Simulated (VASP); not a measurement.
Wanted: the native input for a VASP 6.6.1 run.

- Task: single point
- Functional: PBE
- Potentials or basis: VASP PAW PBE potentials, release 64 (Si, Ge_d, C)
- Cutoff: 600 eV
- k mesh: 12 × 12 × 2
- Occupations: gaussian, width 0.02 eV
- Spin: no spin polarisation
- Dipole correction: no
- Further INCAR settings: ALGO = Normal; EDIFF = 1e-06; NBANDS = 61

The structure of SiGe5C6 lies in POSCAR:

```
SiGe5C6
1.0
    3.2218879763      0.0000000000      0.0000000000
   -1.6109439881      2.7902368356      0.0000000000
    0.0000000000      0.0000000000     15.9075259961
Si Ge C
1 5 6
Direct
    0.6666666667      0.3333333333      0.5023973912
    0.3333333333      0.6666666667      0.0015300451
    0.3333333333      0.6666666667      0.3382527938
    0.3333333333      0.6666666667      0.6650626741
    0.6666666667      0.3333333333      0.1697965944
    0.6666666667      0.3333333333      0.8332618709
    0.3333333333      0.6666666667      0.1273333476
    0.3333333333      0.6666666667      0.4650099342
    0.3333333333      0.6666666667      0.7908075303
    0.6666666667      0.3333333333      0.2956119248
    0.6666666667      0.3333333333      0.6218679093
    0.6666666667      0.3333333333      0.9590679644
```

One way to write it, as run:

INCAR

```
SYSTEM = SiGe5C6
PREC = Accurate
ENCUT = 600
EDIFF = 1E-6
ISMEAR = 0
SIGMA = 0.02
LREAL = .FALSE.
LASPH = .TRUE.
NELM = 120
ALGO = Normal
ISIF = 2
LWAVE = .FALSE.
LCHARG = .TRUE.
GGA = PE
LELF = .TRUE.
LVHAR = .TRUE.
NBANDS = 61
GGA_COMPAT = .FALSE.
```

KPOINTS

```
Automatic mesh
0
G
  12 12 2
  0 0 0
```

Potentials or basis: VASP PAW PBE potentials, release 64 (Si, Ge_d, C).

Command:

```bash
$ cat potpaw_PBE.64/Si/POTCAR potpaw_PBE.64/Ge_d/POTCAR potpaw_PBE.64/C/POTCAR > POTCAR
$ mpirun -np 1 vasp_std > vasp.out
```

It gave:

```yaml
Pressure: -0.2 GPa
Largest_force: 0.013 eV/Å
Band_gap_on_the_k_mesh: 2.14 eV (least direct gap 3.01 eV)
```

Wall time 9.4 min on 1 thread of Oxide Virtual Turin-like Processor, with other jobs on the host, peak memory 0.47 GiB.
